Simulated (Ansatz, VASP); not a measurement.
One calculation of ZnS, two programs

Contents of POSCAR:

```
ZnS
1.0
    3.8815598682      0.0000000000      0.0000000000
   -1.9407799341      3.3615294522      0.0000000000
    0.0000000000      0.0000000000      6.1760189273
Zn S
2 2
Direct
    0.3333333333      0.6666666667     -0.0023183735
    0.6666666667      0.3333333333      0.4976816265
    0.3333333333      0.6666666667      0.3773183735
    0.6666666667      0.3333333333      0.8773183735
```

File INCAR.step1:

```
SYSTEM = ZnS
PREC     = Accurate       ! precision mode
ENCUT    = 520            ! plane-wave cutoff, eV
ISMEAR   = 0              ! smearing method
SIGMA    = 0.01           ! smearing width, eV
LREAL    = .FALSE.        ! projectors in reciprocal space
LASPH    = .TRUE.         ! aspherical terms in the spheres
NELM     = 100            ! most SCF steps
NBANDS   = 26             ! bands
GGA      = PE             ! functional
ALGO     = Normal         ! electronic algorithm
EDIFF    = 1E-4           ! SCF threshold, eV
LWAVE    = .TRUE.         ! write WAVECAR
LCHARG   = .FALSE.        ! write CHGCAR
```

Contents of INCAR.step2:

```
SYSTEM = ZnS
PREC     = Accurate       ! precision mode
ENCUT    = 520            ! plane-wave cutoff, eV
EDIFF    = 1E-6           ! SCF threshold, eV
ISMEAR   = 0              ! smearing method
SIGMA    = 0.01           ! smearing width, eV
LREAL    = .FALSE.        ! projectors in reciprocal space
LASPH    = .TRUE.         ! aspherical terms in the spheres
NELM     = 100            ! most SCF steps
ALGO     = Normal         ! electronic algorithm
ISIF     = 2              ! what is computed and relaxed
LWAVE    = .FALSE.        ! write WAVECAR
LCHARG   = .FALSE.        ! write CHGCAR
METAGGA  = R2SCAN         ! meta-GGA
LMIXTAU  = .TRUE.       
NBANDS   = 26             ! bands
ISTART   = 1
```

The input KPOINTS:

```
Automatic mesh
0
G
  12 12 4
  0 0 0
```

Input for Ansatz:

```yaml
crystal:
  lattice:
    - [3.8815598682, 0.0, 0.0]
    - [-1.9407799341, 3.3615294522, 0.0]
    - [0.0, 0.0, 6.1760189273]
  atoms:
    - { symbol: Zn, position: [0.3333333333, 0.6666666667, -0.0023183735] }
    - { symbol: Zn, position: [0.6666666667, 0.3333333333, 0.4976816265] }
    - { symbol: S, position: [0.3333333333, 0.6666666667, 0.3773183735] }
    - { symbol: S, position: [0.6666666667, 0.3333333333, 0.8773183735] }
kpoints:
  mp_grid: { grid: [12, 12, 4] }
  band_path:
    path:
      - [0.0, 0.0, 0.0]
      - [0.5, 0.0, 0.0]
      - [0.3333333333, 0.3333333333, 0.0]
      - [0.0, 0.0, 0.5]
      - [0.5, 0.0, 0.5]
      - [0.3333333333, 0.3333333333, 0.5]
    npoints: 1
hamiltonian:
  xc: r2scan
scf:
  occupations: { method: fixed }
  n_extra_bands: 5
output:
  forces: true
  stress: true
  eigenvalues: true
```

Change from the starting cell: epitaxial_xy strain +2.0%.

Alike in both runs: task single point; functional r2SCAN; k mesh 12 × 12 × 4; no spin polarisation.

|  | VASP | Ansatz |
| --- | --- | --- |
| version | VASP 6.6.1 | Ansatz 0.2.0 |
| potentials or method | VASP PAW PBE potentials, release 64 (Zn, S) | plane waves, PAW |
| plane-wave cutoff (eV) | 520 | 500 |
| occupations | gaussian, width 0.01 eV | fixed |
| valence electrons in the cell | 36 | 36 |

|  | VASP | Ansatz | Ansatz less VASP |
| --- | --- | --- | --- |
| gap on the k mesh at the Fermi level (eV) | 2.67 | 2.66 | -0.006 |
| pressure (GPa) | -1.9 | -2.0 | -0.06 |
| traceless stress, the component that is largest in VASP (GPa) | 2.03 | 1.97 | -0.063 |

VASP's potentials were made for PBE, not for r2SCAN.
